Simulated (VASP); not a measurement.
# Y (P6_3/mmc) in VASP: further runs

Y is run at these levels: PBEsol; tasks: single point.

Everything below comes from runs of VASP 6.6.1. Logs are shortened: lines on timing, memory, paths and dates and some standing lists are left out, and cuts for length are marked.

### Step 1. The cell of the first run

It takes space group P6_3/mmc (No. 194, hexagonal). Conventional cell: a = 3.690 Å, b = 3.690 Å, c = 12.000 Å, α = 90.00°, β = 90.00°, γ = 120.00°. Within 4.8 Å of Y (site symmetry -6m2) lie 12 Y at 3.68 to 3.69 Å. Y (site symmetry -3m) has 12 Y at 3.68 to 3.69 Å within 4.8 Å.

### Step 2. Single point, PBEsol (35.38 Å³/atom)

Contents of INCAR:

```
PREC = Accurate
ENCUT = 520
EDIFF = 1E-6
ISMEAR = -1
SIGMA = 0.05
LREAL = False
LASPH = True
NELM = 80
ALGO = Fast
ISIF = 2
LWAVE = False
LCHARG = False
GGA = PS
NBANDS = 30
```

Contents of KPOINTS:

```
regular mesh
0
Gamma
  8 8 3
```

Contents of POSCAR:

```
Y
1.0
    3.6904778495      0.0000000000      0.0000000000
   -1.8452389247      3.1960475697      0.0000000000
    0.0000000000      0.0000000000     11.9999920442
Y
4
Direct
    0.6666666667      0.3333333333      0.7500000000
    0.0000000000      0.0000000000      0.5000000000
    0.3333333333      0.6666666667      0.2500000000
    0.0000000000      0.0000000000      0.0000000000
```

Potentials or basis: VASP PAW PBE potentials, release 64 (Y_sv).

The run is started by

```
cat potpaw_PBE.64/Y_sv/POTCAR > POTCAR
mpirun -np 1 vasp_std > vasp.out
```

OUTCAR:

```text
PREC = Accurate
   ENCUT = 520
   EDIFF = 1E-6
   ISMEAR = -1
   LREAL = False
   LASPH = True
   NELM = 80
   ISIF = 2
   GGA = PS

 ion  position               nearest neighbor table
   1  0.667  0.333  0.750-   2 3.68   4 3.68   2 3.68   4 3.68   2 3.68   4 3.68
   2  0.000  0.000  0.500-   1 3.68   3 3.68   3 3.68   1 3.68   1 3.68   3 3.68
   3  0.333  0.667  0.250-   2 3.68   4 3.68   2 3.68   4 3.68   2 3.68   4 3.68
   4  0.000  0.000  0.000-   1 3.68   3 3.68   3 3.68   1 3.68   1 3.68   3 3.68

  LATTYP: Found a hexagonal cell.
 ALAT       =     3.6904778495
 C/A-ratio  =     3.2516092857

  Lattice vectors:

 A1 = (   3.6904778495,   0.0000000000,   0.0000000000)
 A2 = (  -1.8452389247,   3.1960475697,   0.0000000000)
 A3 = (   0.0000000000,   0.0000000000,  11.9999920442)

Analysis of symmetry for initial positions (statically):
=====================================================================
 Subroutine PRICEL returns:
 Original cell was already a primitive cell.

 Routine SETGRP: Setting up the symmetry group for a
 hexagonal supercell.

 Subroutine GETGRP returns: Found 24 space group operations
 (whereof 12 operations were pure point group operations)
 out of a pool of 24 trial point group operations.

The static configuration has the point symmetry D_3d.
 The point group associated with its full space group is D_6h.

Analysis of symmetry for dynamics (positions and initial velocities):
=====================================================================
 Subroutine PRICEL returns:
 Original cell was already a primitive cell.

 Routine SETGRP: Setting up the symmetry group for a
 hexagonal supercell.

 Subroutine GETGRP returns: Found 24 space group operations
 (whereof 12 operations were pure point group operations)
 out of a pool of 24 trial point group operations.

The dynamic configuration has the point symmetry D_3d.
 The point group associated with its full space group is D_6h.

 Subroutine INISYM returns: Found 24 space group operations
 (whereof 12 operations are pure point group operations),
 and found     1 'primitive' translations

----------------------------------------------------------------------------------------

                                     Primitive cell

  volume of cell :     141.5392

  direct lattice vectors                    reciprocal lattice vectors
     3.690477850  0.000000000  0.000000000     0.270967620  0.156443228  0.000000000
    -1.845238925  3.196047570  0.000000000     0.000000000  0.312886457  0.000000000
     0.000000000  0.000000000 11.999992044     0.000000000  0.000000000  0.083333389

  length of vectors
     3.690477850  3.690477849 11.999992044     0.312886457  0.312886457  0.083333389

  position of ions in fractional coordinates (direct lattice)
     0.666666667  0.333333333  0.750000000
     0.000000000  0.000000000  0.500000000
     0.333333333  0.666666667  0.250000000
     0.000000000  0.000000000  0.000000000

  ion indices of the primitive-cell ions
   primitive index   ion index
                 1           1
                 2           2
                 3           3
                 4           4

----------------------------------------------------------------------------------------

 KPOINTS: regular mesh

Automatic generation of k-mesh.
 Grid dimensions read from file:
 generate k-points for:    8    8    3

 Generating k-lattice:

  Cartesian coordinates                     Fractional coordinates (reciprocal lattice)
     0.033870953  0.019555404  0.000000000     0.125000000  0.000000000  0.000000000
     0.000000000  0.039110807  0.000000000     0.000000000  0.125000000  0.000000000
     0.000000000  0.000000000  0.027777796     0.000000000  0.000000000  0.333333333

  Length of vectors
     0.039110807  0.039110807  0.027777796

  Shift w.r.t. Gamma in fractional coordinates (k-lattice)
     0.000000000  0.000000000  0.000000000

 Subroutine IBZKPT returns following result:
 ===========================================

 Found     20 irreducible k-points:

 Following reciprocal coordinates:
            Coordinates               Weight
  0.000000  0.000000  0.000000      1.000000
  0.125000  0.000000  0.000000      6.000000
  0.250000  0.000000  0.000000      6.000000
  0.375000  0.000000  0.000000      6.000000
  0.500000  0.000000  0.000000      3.000000
  0.125000  0.125000  0.000000      6.000000
[... 12 lines left out ...]
  0.250000  0.250000  0.333333     12.000000
  0.375000  0.250000  0.333333     12.000000
   k-points           NKPTS =     20   k-points in BZ     NKDIM =     20   number of bands    NBANDS=     30
   number of dos      NEDOS =    301   number of ions     NIONS =      4
   total plane-waves  NPLWV =  70560
   dimension x,y,z NGX =    28 NGY =   28 NGZ =   90
   dimension x,y,z NGXF=    56 NGYF=   56 NGZF=  180
   ions per type =               4
   NGX,Y,Z   is equivalent  to a cutoff of  12.61, 12.61, 12.47 a.u.
   NGXF,Y,Z  is equivalent  to a cutoff of  25.23, 25.23, 24.94 a.u.
 SYSTEM =  unknown system
   PREC   = accura    normal or accurate (medium, high low for compatibility)
   ISTART =      0    job   : 0-new  1-cont  2-samecut
   ICHARG =      2    charge: 1-file 2-atom 10-const
   ISPIN  =      1    spin polarized calculation?
   LNONCOLLINEAR =      F non collinear calculations
   LSORBIT =      F    spin-orbit coupling
   LASPH  =      T    aspherical Exc in radial PAW
   ENCUT  =  520.0 eV  38.22 Ry    6.18 a.u.   6.86  6.86 22.31*2*pi/ulx,y,z
   NELM   =     80;   NELMIN=  2; NELMDL= -5     # of ELM steps
   EDIFF  = 0.1E-05   stopping-criterion for ELM
   LREAL  =      F    real-space projection
   EDIFFG = 0.1E-04   stopping-criterion for IOM
   NSW    =      0    number of steps for IOM
   IBRION =     -1    ionic relax: 0-MD 1-quasi-New 2-CG
   NFREE  =      0    steps in history (QN), initial steepest desc. (CG)
   ISIF   =      2    stress and relaxation
   ISYM   =      2    0-nonsym 1-usesym 2-fastsym
   POTIM  = 0.5000    time-step for ionic-motion
   TEBEG  =    0.0;   TEEND  =   0.0 temperature during run
   PSTRESS=    0.0 pullay stress
   NELECT =      44.0000    total number of electrons
   NUPDOWN=      -1.0000    fix difference up-down
   EMIN   =  10.00;   EMAX   =-10.00  energy-range for DOS
   EFERMI =   0.00;   METHOD = LEGACY
   ISMEAR =    -1;   SIGMA  =   0.05  broadening in eV -4-tet -1-fermi 0-gaus
   EFERMI_NEDOS =   21; number of points for ismear=-14 and -15
   IALGO  =     68    algorithm
   IMIX   =      4    mixing-type and parameters
     AMIX     =   0.40;   BMIX     =  1.00
     AMIX_MAG =   1.60;   BMIX_MAG =  1.00
  volume/ion in A,a.u.               =      35.38       238.79
  Fermi-wavevector in a.u.,A,eV,Ry     =   1.109005  2.095715 16.733694  1.229892
  Thomas-Fermi vector in A             =   2.245539
   LORBIT       =      0    0 simple, 1 ext, 2 COOP (PROOUT), +10 PAW based schemes
   GGA     = PS    functional components
   LHFCALC =     F    Hartree Fock is set to
   AEXX    =    0.0000 exact exchange contribution
   IVDW    =     0    specifies the selected vdW correction
   LEPSILON=     F    determine dielectric tensor
   LRPA    =     F    only Hartree local field effects (RPA)
 non-spin polarized calculation
 RMM-DIIS sequential band-by-band and
  energy-cutoff  :      520.00
  volume of cell :      141.54
 maximum number of plane-waves:      3842
 NGX is ok and might be reduce to    28
   NGX = 13   NGY = 13   NGZ = 45

 number of electron      44.0000003 magnetization

 Free energy of the ion-electron system (eV)
  ---------------------------------------------------
  ext. energy  EPLUGINS =         0.00000000
  ---------------------------------------------------
  free energy    TOTEN  =       -26.99674835 eV

  energy without entropy =      -26.93260339  energy(sigma->0) =      -26.96467587

 E-fermi :   2.5692     XC(G=0):  -9.2462

 val. band max:        2.5636733435   @ k =   0.2500   0.2500   0.3333
 cond. band min:       2.5837372330   @ k =   0.2500   0.2500   0.3333
 fundamental gap:      0.0200638894
 Fermi energy:         2.5692381428

 k-point     1 :       0.0000    0.0000    0.0000
  band No.  band energies     occupation
      1     -40.2362      2.00000
      2     -40.2197      2.00000
      3     -40.2041      2.00000
      4     -40.1875      2.00000
      5     -20.4296      2.00000
      6     -20.2316      2.00000
[... 22 lines left out ...]
     29       4.5001      0.00000
     30       4.5273      0.00000

 k-point     2 :       0.1250    0.0000    0.0000
  band No.  band energies     occupation
      1     -40.2304      2.00000
      2     -40.2154      2.00000
      3     -40.1997      2.00000
      4     -40.1847      2.00000
      5     -20.4085      2.00000
      6     -20.2383      2.00000
[... 22 lines left out ...]
     29       4.4813      0.00000
     30       4.6868      0.00000

 k-point     3 :       0.2500    0.0000    0.0000
  band No.  band energies     occupation
      1     -40.2160      2.00000
      2     -40.2050      2.00000
      3     -40.1893      2.00000
      4     -40.1783      2.00000
      5     -20.3549      2.00000
      6     -20.2806      2.00000
[... 22 lines left out ...]
     29       4.5317      0.00000
     30       4.9562      0.00000

 k-point     4 :       0.3750    0.0000    0.0000
  band No.  band energies     occupation
      1     -40.2004      2.00000
      2     -40.1946      2.00000
      3     -40.1788      2.00000
      4     -40.1730      2.00000
      5     -20.3793      2.00000
      6     -20.3772      2.00000
[... 22 lines left out ...]
     29       4.2333      0.00000
     30       5.2382      0.00000

 k-point     5 :       0.5000    0.0000    0.0000
  band No.  band energies     occupation
      1     -40.1933      2.00000
      2     -40.1903      2.00000
      3     -40.1745      2.00000
      4     -40.1715      2.00000
      5     -20.4238      2.00000
      6     -20.4148      2.00000
[... 22 lines left out ...]
     29       4.2442      0.00000
     30       5.2548      0.00000
[... 394 lines left out ...]
     29       4.4849      0.00000
     30       4.7801      0.00000

 k-point    18 :       0.3750    0.1250    0.3333
  band No.  band energies     occupation
      1     -40.1927      2.00000
      2     -40.1911      2.00000
      3     -40.1736      2.00000
      4     -40.1721      2.00000
      5     -20.3882      2.00000
      6     -20.3787      2.00000
[... 22 lines left out ...]
     29       4.4083      0.00000
     30       4.7291      0.00000

 k-point    19 :       0.2500    0.2500    0.3333
  band No.  band energies     occupation
      1     -40.1927      2.00000
      2     -40.1912      2.00000
      3     -40.1736      2.00000
      4     -40.1721      2.00000
      5     -20.3483      2.00000
      6     -20.3443      2.00000
[... 22 lines left out ...]
     29       4.6029      0.00000
     30       4.6289      0.00000

 k-point    20 :       0.3750    0.2500    0.3333
  band No.  band energies     occupation
      1     -40.1877      2.00000
      2     -40.1874      2.00000
      3     -40.1713      2.00000
      4     -40.1710      2.00000
      5     -20.3551      2.00000
      6     -20.3499      2.00000
[... 22 lines left out ...]
     29       4.7031      0.00000
     30       4.8524      0.00000

------------------------ aborting loop because EDIFF is reached ----------------------------------------

  FORCE on cell =-STRESS in cart. coord.  units (eV):
  Direction    XX          YY          ZZ          XY          YZ          ZX
  --------------------------------------------------------------------------------------
  -------------------------------------------------------------------------------------
  Total       -3.9550203     -3.9550203     -4.4723273     -0.0000000      0.0000000      0.0000000
  in kB      -44.7695266    -44.7695266    -50.6252713     -0.0000000      0.0000000      0.0000000
  external PRESSURE =     -46.7214415 kB  Pullay stress =       0.0000000 kB

 VOLUME and BASIS-vectors are now :
 -----------------------------------------------------------------------------
  energy-cutoff  :      520.00
  volume of cell :      141.54
      direct lattice vectors                 reciprocal lattice vectors
     3.690477850  0.000000000  0.000000000     0.270967620  0.156443228  0.000000000
    -1.845238925  3.196047570  0.000000000     0.000000000  0.312886457  0.000000000
     0.000000000  0.000000000 11.999992044     0.000000000  0.000000000  0.083333389

 POSITION                                       TOTAL-FORCE (eV/Angst)
 -----------------------------------------------------------------------------------
      1.84524      1.06535      8.99999         0.000000      0.000000     -0.000000
      0.00000      0.00000      6.00000         0.000000      0.000000      0.000000
     -0.00000      2.13070      3.00000        -0.000000      0.000000     -0.000000
      0.00000      0.00000      0.00000         0.000000      0.000000      0.000000
 -----------------------------------------------------------------------------------
    total drift:                                0.000000     -0.000000      0.000000

  FREE ENERGIE OF THE ION-ELECTRON SYSTEM (eV)
  ---------------------------------------------------
  free  energy   TOTEN  =       -26.9967483509 eV

  energy  without entropy=      -26.9326033867  energy(sigma->0) =      -26.96467587
```

Wall time 99 s (1 thread of AMD EPYC 9R45 (Zen 5), shared host); peak memory 0.25 GiB.

Results:

* Free energy: -26.9967 eV
* Pressure: -4.7 GPa
* Band gap on the k mesh: zero (bands 22 and 23 overlap by 1.00 eV)

Caveat: the cell stands under tension; the PAW data sets were made with another functional, which shifts forces and pressure a little.

### Step 3. Single point, PBEsol (36.07 Å³/atom)

This run uses another cell than the first one, of 36.07 Å³/atom.

Contents of INCAR:

```
SYSTEM = Y
PREC = Accurate
ENCUT = 520
EDIFF = 1E-6
ISMEAR = -1
SIGMA = 0.05
LREAL = .FALSE.
LASPH = .TRUE.
NELM = 100
ALGO = Normal
ISIF = 2
LWAVE = .FALSE.
LCHARG = .FALSE.
GGA = PS
NBANDS = 30
```

Contents of KPOINTS:

```
Automatic mesh
0
G
  8 8 3
  0 0 0
```

Contents of POSCAR:

```
Y
1.0
    3.7139847116      0.0000000000      0.0000000000
   -1.8569923558      3.2164051095      0.0000000000
    0.0000000000      0.0000000000     12.0764271753
Y
4
Direct
    0.6666666667      0.3333333333      0.7500000000
    0.0000000000      0.0000000000      0.5000000000
    0.3333333333      0.6666666667      0.2500000000
    0.0000000000      0.0000000000      0.0000000000
```

Potentials or basis: VASP PAW PBE potentials, release 64 (Y_sv).

The run is started by

```
cat potpaw_PBE.64/Y_sv/POTCAR > POTCAR
mpirun -np 1 vasp_std > vasp.out
```

Wall time 59 s (1 thread of AMD EPYC 9R45 (Zen 5), shared host); peak memory 0.24 GiB.

The run converged. Its results:

```yaml
Free_energy: -26.9134 eV
Pressure: -5.2 GPa
Band_gap_on_the_k_mesh: zero (bands 22 and 23 overlap by 0.99 eV)
```

Stress tensor (GPa, compression positive):
```
-4.96  0.00  0.00
 0.00 -4.96  0.00
 0.00  0.00 -5.56
```

Levels at points of the mesh, in eV from the Fermi level:
| k point | band 18 | band 19 | band 20 | band 21 | band 22 | band 23 | band 24 | band 25 | band 26 | band 27 |
| --- | --- | --- | --- | --- | --- | --- | --- | --- | --- | --- |
| (0.00, 0.00, 0.00) | -3.32 | -3.31 | -1.84 | 0.43 | 0.71 | 0.76 | 1.54 | 1.54 | 1.60 | 1.60 |
| (0.50, 0.00, 0.00) | -1.61 | -1.19 | -1.18 | -0.48 | -0.40 | -0.28 | 0.28 | 0.74 | 1.14 | 1.50 |

Caveat: the cell stands under tension; the PAW data sets were made with another functional, which shifts forces and pressure a little.
